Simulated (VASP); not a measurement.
Input of a VASP 6.6.1 run:

File INCAR:

```
SYSTEM = ScAl3
PREC     = Accurate       ! precision mode
ENCUT    = 520            ! plane-wave cutoff, eV
EDIFF    = 1E-7           ! SCF threshold, eV
ISMEAR   = -1             ! smearing method
SIGMA    = 0.05           ! smearing width, eV
LREAL    = .False.        ! projectors in reciprocal space
LASPH    = .True.         ! aspherical terms in the spheres
NELM     = 100            ! most SCF steps
ALGO     = Normal         ! electronic algorithm
ISIF     = 2              ! what is computed and relaxed
LWAVE    = .False.        ! write WAVECAR
LCHARG   = .False.        ! write CHGCAR
GGA      = PS             ! functional
IBRION   = 2              ! ionic algorithm
NSW      = 60             ! ionic steps
EDIFFG   = -0.01          ! ionic threshold
```

The input KPOINTS:

```
Automatic mesh
0
Gamma
  6 6 6
  0 0 0
```

POSCAR

```
ScAl3
1.0
    4.0878065700      0.0817561314      0.0000000000
    0.0817561314      4.0878065700      0.0000000000
    0.0000000000      0.0000000000      4.0878065700
Sc Al
1 3
Direct
    0.0000000000      0.0000000000      0.0000000000
    0.5000000000      0.5000000000      0.0000000000
    0.0000000000      0.5000000000      0.5000000000
    0.5000000000      0.0000000000      0.5000000000
```

Potentials or basis: VASP PAW PBE potentials, release 64 (Sc_sv, Al).

Command:

```bash
$ cat potpaw_PBE.64/Sc_sv/POTCAR potpaw_PBE.64/Al/POTCAR > POTCAR
$ mpirun -np 1 vasp_std > vasp.out
```

Task: What does it give for the band gap on the k mesh?

Result: Zero (bands 10 and 11 overlap by 3.67 eV).

Stress tensor (GPa, compression positive):
```
-0.67 -2.55  0.00
-2.55 -0.67  0.00
 0.00  0.00 -0.86
```

Caveat: the PAW data sets were made with another functional, which shifts forces and pressure a little.
